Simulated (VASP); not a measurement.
# Si2W (I4/mmm) in VASP: relaxation of cell and atoms with PBE+D3(BJ)

Aim: the relaxation of cell and atoms of Si2W with PBE+D3(BJ).

Everything below comes from runs of VASP 6.6.1. Logs are shortened: lines on timing, memory, paths and dates and some standing lists are left out, and cuts for length are marked.

**1. The cell of the first run**

It takes space group I4/mmm (No. 139, tetragonal). Conventional cell: a = 3.229 Å, b = 3.229 Å, c = 7.867 Å, α = 90.00°, β = 90.00°, γ = 90.00°. Within 3.4 Å of Si (site symmetry 4mm) lie 9 Si at 2.60 to 3.23 Å and 5 W at 2.63 Å. W (site symmetry 4/mmm) has 10 Si at 2.63 Å and 4 W at 3.23 Å within 3.5 Å.

**2. Relaxation of cell and atoms, PBE+D3(BJ)**

File INCAR:

```
ALGO = Normal ; EDIFF = 1E-6
EDIFFG = -0.005 ; ENCUT = 600
GGA = PE ; IBRION = 2
ISIF = 3 ; ISMEAR = 0
IVDW = 12 ; LASPH = True
LCHARG = False ; LREAL = False
LWAVE = False ; NELM = 60
NSW = 70 ; PREC = Accurate
SIGMA = 0.1
```

File KPOINTS:

```
k-points
0
Gamma
  18 18 18
```

File POSCAR:

```
Si2W
1.0
   -1.6145299054      1.6145299054      3.9335489408
    1.6145299054     -1.6145299054      3.9335489408
    1.6145299054      1.6145299054     -3.9335489408
Si W
2 1
Direct
    0.3345578121      0.3345578121      0.0000000000
    0.6654421879      0.6654421879      0.0000000000
    0.0000000000      0.0000000000      0.0000000000
```

Potentials or basis: VASP PAW PBE potentials, release 64 (Si, W_sv).

Started as:

```bash
cat potpaw_PBE.64/Si/POTCAR potpaw_PBE.64/W_sv/POTCAR > POTCAR
mpirun -np 1 vasp_std > vasp.out
```

OUTCAR:

```text
EDIFF = 1E-6
   EDIFFG = -0.005
   ENCUT = 600
   GGA = PE
   IBRION = 2
   ISIF = 3
   ISMEAR = 0
   IVDW = 12
   LASPH = True
   LREAL = False
   NELM = 60
   NSW = 70
   PREC = Accurate
 IVDW          = 12

 ion  position               nearest neighbor table
   1  0.335  0.335  0.000-   2 2.60   3 2.63   3 2.63   3 2.63   3 2.63   3 2.63   2 2.64   2 2.64
                             2 2.64   2 2.64
   2  0.665  0.665  0.000-   1 2.60   3 2.63   3 2.63   3 2.63   3 2.63   3 2.63   1 2.64   1 2.64
                             1 2.64   1 2.64
   3  0.000  0.000  0.000-   2 2.63   1 2.63   2 2.63   1 2.63   2 2.63   1 2.63   1 2.63   2 2.63
                             1 2.63   2 2.63

  LATTYP: Found a body centered tetragonal cell.
 ALAT       =     3.2290598108
 C/A-ratio  =     2.4363431905

  Lattice vectors:

 A1 = (  -1.6145299054,   1.6145299054,   3.9335489408)
 A2 = (   1.6145299054,  -1.6145299054,   3.9335489408)
 A3 = (   1.6145299054,   1.6145299054,  -3.9335489408)

Analysis of symmetry for initial positions (statically):
=====================================================================
 Subroutine PRICEL returns:
 Original cell was already a primitive cell.

 Routine SETGRP: Setting up the symmetry group for a
 body centered tetragonal supercell.

 Subroutine GETGRP returns: Found 16 space group operations
 (whereof 16 operations were pure point group operations)
 out of a pool of 16 trial point group operations.

The static configuration has the point symmetry D_4h.

Analysis of symmetry for dynamics (positions and initial velocities):
=====================================================================
 Subroutine PRICEL returns:
 Original cell was already a primitive cell.

 Routine SETGRP: Setting up the symmetry group for a
 body centered tetragonal supercell.

 Subroutine GETGRP returns: Found 16 space group operations
 (whereof 16 operations were pure point group operations)
 out of a pool of 16 trial point group operations.

The dynamic configuration has the point symmetry D_4h.

 Subroutine INISYM returns: Found 16 space group operations
 (whereof 16 operations are pure point group operations),
 and found     1 'primitive' translations

----------------------------------------------------------------------------------------

                                     Primitive cell

  volume of cell :      41.0144

  direct lattice vectors                    reciprocal lattice vectors
    -1.614529905  1.614529905  3.933548941     0.000000000  0.309687667  0.127111676
     1.614529905 -1.614529905  3.933548941     0.309687667  0.000000000  0.127111676
     1.614529905  1.614529905 -3.933548941     0.309687667  0.309687667  0.000000000

  length of vectors
     4.548210736  4.548210736  4.548210736     0.334759361  0.334759361  0.437964499

  position of ions in fractional coordinates (direct lattice)
     0.334557812  0.334557812  0.000000000
     0.665442188  0.665442188  0.000000000
     0.000000000  0.000000000  0.000000000

  ion indices of the primitive-cell ions
   primitive index   ion index
                 1           1
                 2           2
                 3           3

----------------------------------------------------------------------------------------

 KPOINTS: k-points

Automatic generation of k-mesh.
 Grid dimensions read from file:
 generate k-points for:   18   18   18

 Generating k-lattice:

  Cartesian coordinates                     Fractional coordinates (reciprocal lattice)
     0.000000000  0.017204870  0.007061760     0.055555556  0.000000000 -0.000000000
     0.017204870  0.000000000  0.007061760     0.000000000  0.055555556 -0.000000000
     0.017204870  0.017204870  0.000000000     0.000000000  0.000000000  0.055555556

  Length of vectors
     0.018597742  0.018597742  0.024331361

  Shift w.r.t. Gamma in fractional coordinates (k-lattice)
     0.000000000  0.000000000  0.000000000

 Subroutine IBZKPT returns following result:
 ===========================================

 Found    480 irreducible k-points:

 Following reciprocal coordinates:
            Coordinates               Weight
  0.000000  0.000000  0.000000      1.000000
  0.055556  0.000000  0.000000      8.000000
  0.111111  0.000000  0.000000      8.000000
  0.166667  0.000000  0.000000      8.000000
  0.222222  0.000000 -0.000000      8.000000
  0.277778  0.000000  0.000000      8.000000
[... 16 lines left out ...]
 -0.277778  0.055556 -0.000000     16.000000
 -0.222222  0.055556  0.000000     16.000000
 [... further k-points ...]
   k-points           NKPTS =    480   k-points in BZ     NKDIM =    480   number of bands    NBANDS=     15
   number of dos      NEDOS =    301   number of ions     NIONS =      3
   total plane-waves  NPLWV =  46656
   dimension x,y,z NGX =    36 NGY =   36 NGZ =   36
   dimension x,y,z NGXF=    72 NGYF=   72 NGZF=   72
   ions per type =               2   1
   NGX,Y,Z   is equivalent  to a cutoff of  13.16, 13.16, 13.16 a.u.
   NGXF,Y,Z  is equivalent  to a cutoff of  26.32, 26.32, 26.32 a.u.
 SYSTEM =  unknown system
   PREC   = accura    normal or accurate (medium, high low for compatibility)
   ISTART =      0    job   : 0-new  1-cont  2-samecut
   ICHARG =      2    charge: 1-file 2-atom 10-const
   ISPIN  =      1    spin polarized calculation?
   LNONCOLLINEAR =      F non collinear calculations
   LSORBIT =      F    spin-orbit coupling
   LASPH  =      T    aspherical Exc in radial PAW
   ENCUT  =  600.0 eV  44.10 Ry    6.64 a.u.   9.08  9.08  9.08*2*pi/ulx,y,z
   NELM   =     60;   NELMIN=  2; NELMDL= -5     # of ELM steps
   EDIFF  = 0.1E-05   stopping-criterion for ELM
   LREAL  =      F    real-space projection
   EDIFFG = -.5E-02   stopping-criterion for IOM
   NSW    =     70    number of steps for IOM
   IBRION =      2    ionic relax: 0-MD 1-quasi-New 2-CG
   NFREE  =      1    steps in history (QN), initial steepest desc. (CG)
   ISIF   =      3    stress and relaxation
   ISYM   =      2    0-nonsym 1-usesym 2-fastsym
   POTIM  = 0.5000    time-step for ionic-motion
   TEBEG  =    0.0;   TEEND  =   0.0 temperature during run
   PSTRESS=    0.0 pullay stress
   NELECT =      22.0000    total number of electrons
   NUPDOWN=      -1.0000    fix difference up-down
   EMIN   =  10.00;   EMAX   =-10.00  energy-range for DOS
   EFERMI =   0.00;   METHOD = LEGACY
   ISMEAR =     0;   SIGMA  =   0.10  broadening in eV -4-tet -1-fermi 0-gaus
   EFERMI_NEDOS =   21; number of points for ismear=-14 and -15
   IALGO  =     38    algorithm
   IMIX   =      4    mixing-type and parameters
     AMIX     =   0.40;   BMIX     =  1.00
     AMIX_MAG =   1.60;   BMIX_MAG =  1.00
  volume/ion in A,a.u.               =      13.67        92.26
  Fermi-wavevector in a.u.,A,eV,Ry     =   1.330159  2.513636 24.073092  1.769322
  Thomas-Fermi vector in A             =   2.459267
   LORBIT       =      0    0 simple, 1 ext, 2 COOP (PROOUT), +10 PAW based schemes
   GGA     = PE    functional components
   LHFCALC =     F    Hartree Fock is set to
   AEXX    =    0.0000 exact exchange contribution
   IVDW    =    12    specifies the selected vdW correction
   LEPSILON=     F    determine dielectric tensor
   LRPA    =     F    only Hartree local field effects (RPA)
 conjugate gradient relaxation of ions
 non-spin polarized calculation
 Gauss-broadening in eV      SIGMA  =   0.10
  energy-cutoff  :      600.00
  volume of cell :       41.01
 maximum number of plane-waves:      1395
   NGX = 19   NGY = 19   NGZ = 19

--------------------------------------- Ionic step        1  -------------------------------------------

 number of electron      22.0000000 magnetization

 Free energy of the ion-electron system (eV)
  ---------------------------------------------------
  ext. energy  EPLUGINS =         0.00000000
  ---------------------------------------------------
  free energy    TOTEN  =       -24.81601048 eV

  energy without entropy =      -24.81510423  energy(sigma->0) =      -24.81555735

------------------------ aborting loop because EDIFF is reached ----------------------------------------

 Edisp (eV)   -1.69182

 E8    (eV) :    -0.7637

  FORCE on cell =-STRESS in cart. coord.  units (eV):
  Direction    XX          YY          ZZ          XY          YZ          ZX
  --------------------------------------------------------------------------------------
  -------------------------------------------------------------------------------------
  Total      -1.71976    -1.71976    -1.73196     0.00000     0.00000    -0.00000
  in kB     -67.18018   -67.18018   -67.65693     0.00000     0.00000    -0.00000
  external pressure =      -67.34 kB  Pullay stress =        0.00 kB
[... 268 lines left out ...]
  energy  without entropy=      -26.5335837199  energy(sigma->0) =      -26.53403028

--------------------------------------- Ionic step        8  -------------------------------------------

 number of electron      21.9999999 magnetization

 Free energy of the ion-electron system (eV)
  ---------------------------------------------------
  ext. energy  EPLUGINS =         0.00000000
  ---------------------------------------------------
  free energy    TOTEN  =       -24.78865504 eV

  energy without entropy =      -24.78776301  energy(sigma->0) =      -24.78820902

 E-fermi :  12.2039     XC(G=0): -12.6065

 val. band max:       12.1743895100   @ k =  -0.3889   0.5000   0.3333
 cond. band min:      12.2485789215   @ k =  -0.3889  -0.4444   0.3333
 fundamental gap:      0.0741894115
 Fermi energy:        12.2038686333

 k-point     1 :       0.0000    0.0000    0.0000
  band No.  band energies     occupation
      1     -61.6186      2.00000
      2     -25.8992      2.00000
      3     -25.8645      2.00000
      4     -25.8645      2.00000
      5      -2.0246      2.00000
      6       5.2437      2.00000
      7       8.4475      2.00000
      8       8.8066      2.00000
      9       9.3060      2.00000
     10       9.3060      2.00000
     11      12.8494      0.00000
     12      15.0340      0.00000
     13      15.0506      0.00000
     14      15.3569      0.00000
     15      15.3569      0.00000
[... 397 lines left out ...]
 k-point    24 :      -0.2222    0.0556    0.0000
  band No.  band energies     occupation
      1     -61.6149      2.00000
      2     -25.9610      2.00000
      3     -25.8905      2.00000
      4     -25.8625      2.00000
      5      -1.1026      2.00000
      6       5.3913      2.00000
      7       6.7399      2.00000
      8       8.5297      2.00000
      9       9.2871      2.00000
     10      10.0312      2.00000
     11      10.7750      2.00000
     12      13.8704      0.00000
     13      14.5374      0.00000
     14      16.6472      0.00000
     15      16.8043      0.00000

 [... further k-points ...]

------------------------ aborting loop because EDIFF is reached ----------------------------------------

 Edisp (eV)   -1.74582

 E8    (eV) :    -0.7883

  FORCE on cell =-STRESS in cart. coord.  units (eV):
  Direction    XX          YY          ZZ          XY          YZ          ZX
  --------------------------------------------------------------------------------------
  -------------------------------------------------------------------------------------
  Total      -0.01304    -0.01304    -0.01222     0.00000     0.00000    -0.00000
  in kB      -0.52497    -0.52497    -0.49192     0.00000     0.00000    -0.00000
  external pressure =       -0.51 kB  Pullay stress =        0.00 kB
[... 18 lines left out ...]
  FREE ENERGIE OF THE ION-ELECTRON SYSTEM (eV)
  ---------------------------------------------------
  free  energy   TOTEN  =       -26.5344780078 eV

  energy  without entropy=      -26.5335859799  energy(sigma->0) =      -26.53403199

 reached required accuracy - stopping structural energy minimisation
```

Run time: 14 min. Hardware: 1 thread of AMD EPYC 9R45 (Zen 5), shared host; peak memory 0.49 GiB.

Results:

```yaml
Free_energy: -26.5345 eV
Relaxed_volume: 13.26 Å³/atom
Relaxed_cell: a = 4.506 Å, b = 4.506 Å, c = 4.506 Å, α = 138.49°, β = 138.49°, γ = 60.16°
Space_group_after_relaxing_to_0.1_Å: I4/mmm (No. 139)
Energy_gained_by_relaxing: 8.9 meV/atom
Ionic_steps: 8
Pressure_after_relaxing: -0.1 GPa
Band_gap_on_the_k_mesh: zero (bands 11 and 12 overlap by 1.33 eV)
Dispersion_energy_per_atom: -0.582 eV
```

The path:
```tsv
step	energy change (eV)	largest force (eV/Å)	pressure (GPa)	volume (Å³)
1	0.0000	0.0069	-6.73	41.01
2	0.0648	0.2422	14.56	37.70
3	-0.0262	0.0752	-0.09	39.82
4	-0.0262	0.0771	0.03	39.79
5	-0.0266	0.0086	0.04	39.77
6	-0.0266	0.0215	0.04	39.77
7	-0.0267	0.0032	-0.06	39.79
8	-0.0267	0.0006	-0.05	39.79
```

Final structure:
```
Si W
1.0
    -1.59710    1.59710    3.89949
     1.59710   -1.59710    3.89949
     1.59710    1.59710   -3.89949
Si W
2 1
Direct
  0.33412 0.33412 0.00000
  0.66588 0.66588 0.00000
  0.00000 0.00000 0.00000
```

Levels at points of the mesh, in eV from the Fermi level:
| k point | band 7 | band 8 | band 9 | band 10 | band 11 | band 12 | band 13 | band 14 | band 15 |
| --- | --- | --- | --- | --- | --- | --- | --- | --- | --- |
| (0.00, 0.00, 0.00) | -3.76 | -3.40 | -2.90 | -2.90 | 0.65 | 2.83 | 2.85 | 3.15 | 3.15 |
| (0.50, 0.00, 0.00) | -5.81 | -4.91 | -2.84 | -2.82 | -0.46 | 2.79 | 2.80 | 3.98 | 4.54 |
| (0.50, 0.50, 0.00) | -6.10 | -5.51 | -5.10 | -3.33 | -1.75 | 2.81 | 3.06 | 3.22 | 3.92 |
| (0.50, 0.50, 0.50) | -3.93 | -2.65 | -0.85 | -0.85 | -0.51 | -0.51 | 0.83 | 4.52 | 5.08 |

Caveat: spin-orbit coupling is left out, which moves the levels of the heavy elements.
